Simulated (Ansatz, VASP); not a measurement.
## Two plane-wave programs on Ir

Contents of INCAR:

```
SYSTEM = Ir
  PREC = Accurate
  ENCUT = 600
  EDIFF = 1E-7
  ISMEAR = -1
  SIGMA = 0.1
  LREAL = .False.
  LASPH = .True.
  NELM = 80
  ALGO = Normal
  ISIF = 3
  LWAVE = .False.
  LCHARG = .False.
  GGA = PS
  IBRION = 2
  NSW = 100
  EDIFFG = -0.05
```

File KPOINTS:

```
Automatic mesh
0
Gamma
  14 14 8
  0 0 0
```

Contents of POSCAR:

```
Ir
1.0
    2.7513778900      0.0000000000      0.0000000000
   -1.3756889500      2.3827631500      0.0000000000
    0.0000000000      0.0000000000      4.4622900000
Ir
2
Direct
    0.6666666720      0.3333333319      0.7500000000
    0.3333333337      0.6666666723      0.2500000000
```

Input for Ansatz:

```yaml
crystal:
  lattice:
    - [2.75137789, 0.0, 0.0]
    - [-1.37568895, 2.38276315, 0.0]
    - [0.0, 0.0, 4.46229]
  atoms:
    - { symbol: Ir, position: [0.6666666720247695, 0.33333333193439724, 0.75] }
    - { symbol: Ir, position: [0.3333333337081771, 0.6666666722624109, 0.25] }
kpoints:
  mp_grid:
    grid: [14, 14, 8]
hamiltonian:
  xc: pbesol
scf:
  occupations:
    method: fermi_dirac
    width: 0.1
relax:
  f_tol: 0.05
  max_steps: 100
  cell: {}
output:
  write_density: true
```

Alike in both runs: task relaxation of cell and atoms; functional PBEsol; k mesh 14 × 14 × 8; occupations fermi-dirac, width 0.1 eV; no spin polarisation.

```csv
,VASP,Ansatz
version,VASP 6.6.1,Ansatz 0.2.0
potentials or method,"VASP PAW PBE potentials, release 64 (Ir)","plane waves, PAW"
plane-wave cutoff (eV),600,420
valence electrons in the cell,18,34
```

Ansatz gave:

```
relaxed volume (Å³/atom)                                     : 14.13
relaxed cell length with the largest relative difference (Å) : 4.407
```

Q: Which values does VASP return?

A: Relaxed volume (Å³/atom): 14.17; relaxed cell length with the largest relative difference (Å): 4.413.

VASP's potentials were made for PBE, not for PBEsol. VASP's potentials hold 18 valence electrons a cell and Ansatz's 34, so a difference there can come from the potentials and not from the codes.

Spin-orbit coupling is off throughout.
